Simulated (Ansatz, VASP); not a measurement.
# Two plane-wave programs on SnO

```
CELL_PARAMETERS angstrom
3.67900 0.00000 0.00000
0.00000 3.67900 0.00000
0.00000 0.00000 4.65532
ATOMIC_POSITIONS crystal
Sn 0.00000 0.50000 0.24575
Sn 0.50000 0.00000 0.75425
O 0.00000 0.00000 0.00000
O 0.50000 0.50000 0.00000
```

Alike in both runs: task single point; functional LDA; k mesh 10 × 10 × 8; occupations gaussian, width 0.15 eV; no spin polarisation.

```csv
,VASP,Ansatz
version,VASP 6.6.1,Ansatz 0.2.0
potentials or method,"VASP PAW LDA potentials, release 64 (Sn_d, O_h), cutoff 1340 eV","scalar-relativistic, plane waves, PAW"
valence electrons in the cell,40,40
```

```tsv
	VASP	Ansatz	Ansatz less VASP
gap on the k mesh at the Fermi level (eV)	none	none	-
pressure (GPa)	6.4	6.0	-0.44
traceless stress, the component that is largest in VASP (GPa)	-2.08	-2.13	-0.052
rms of the force components (eV/Å)	0.314	0.260	-0.0533
```

LDA's correlation is that of Perdew and Zunger in VASP and of Perdew and Wang (1992) in Ansatz. Atom by atom the forces differ by 0.053 eV/Å (rms over components). A gap of «none» marks a metal or a gap that the smearing closes.
